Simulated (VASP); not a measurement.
Runs of VASP 6.6.1 on Mg. The structure is that of space group P6_3/mmc (No. 194), or close to it. The cells are those of the table. 

```tsv
task	level	cell	k mesh	cutoff (eV)	gap on the mesh (eV)	pressure (GPa)
single point	PBEsol	a = 2.986, b = 2.986, c = 9.710 Å, angles 90.0, 90.0, 120.0°, 4 atoms	10 × 10 × 3	520	none	10.1
relaxation of the atoms	PBE	atoms relaxed from a = 3.240, b = 3.240, c = 10.319 Å, angles 90.0, 90.0, 120.0°, 4 atoms	8 × 8 × 3	520	none	-0.7
relaxation of cell and atoms	PBEsol	relaxed to 5 GPa from a = 3.177, b = 3.177, c = 10.319 Å, angles 90.0, 90.0, 120.0°, 4 atoms	10 × 10 × 3	600	none	5.0
relaxation of the atoms	PBE	atoms relaxed from a = 3.304, b = 3.304, c = 10.319 Å, angles 90.0, 90.0, 120.0°, 4 atoms	8 × 8 × 3	520	none	-1.9
single point	PBEsol	a = 2.876, b = 2.876, c = 9.339 Å, angles 90.0, 90.0, 120.0°, 4 atoms	10 × 10 × 3	520	none	(a)
relaxation of cell and atoms	PBEsol	relaxed to 10 GPa from a = 3.177, b = 3.177, c = 10.319 Å, angles 90.0, 90.0, 120.0°, 4 atoms	10 × 10 × 3	600	none	10.0
relaxation of cell and atoms	PBEsol	relaxed to 20 GPa from a = 3.177, b = 3.177, c = 10.319 Å, angles 90.0, 90.0, 120.0°, 4 atoms	10 × 10 × 3	600	none	20.0
relaxation of cell and atoms	PBEsol	relaxed from a = 3.177, b = 3.177, c = 10.319 Å, angles 90.0, 90.0, 120.0°, 4 atoms	10 × 10 × 3	600	none	0.0
single point	PBEsol	a = 2.796, b = 2.796, c = 9.085 Å, angles 90.0, 90.0, 120.0°, 4 atoms	10 × 10 × 3	520	none	30.5
single point	PBEsol	a = 3.165, b = 3.165, c = 10.445 Å, angles 90.0, 90.0, 120.0°, 4 atoms	10 × 10 × 3	520	none	0.0
relaxation of cell and atoms	PBEsol	relaxed to 30 GPa from a = 3.177, b = 3.177, c = 10.319 Å, angles 90.0, 90.0, 120.0°, 4 atoms	10 × 10 × 3	600	none	30.0
single point	PBEsol	a = 3.055, b = 3.055, c = 10.045 Å, angles 90.0, 90.0, 120.0°, 4 atoms	10 × 10 × 3	520	none	5.0
```

Alike in all rows: potentials or basis VASP PAW PBE potentials, release 64 (Mg); no spin polarisation; smearing fermi-dirac 0.05 eV.

Problem. Estimate the missing entries.

Solution. (a) 20.2.

Caveats: the PAW data sets were made with another functional, which shifts forces and pressure a little (at least some runs); the cell stands under pressure (at least some runs); the cell is relaxed towards a set pressure, so the run minimises the enthalpy, not the energy (at least some runs).

A gap of «none» marks levels without a gap at the run's occupations.
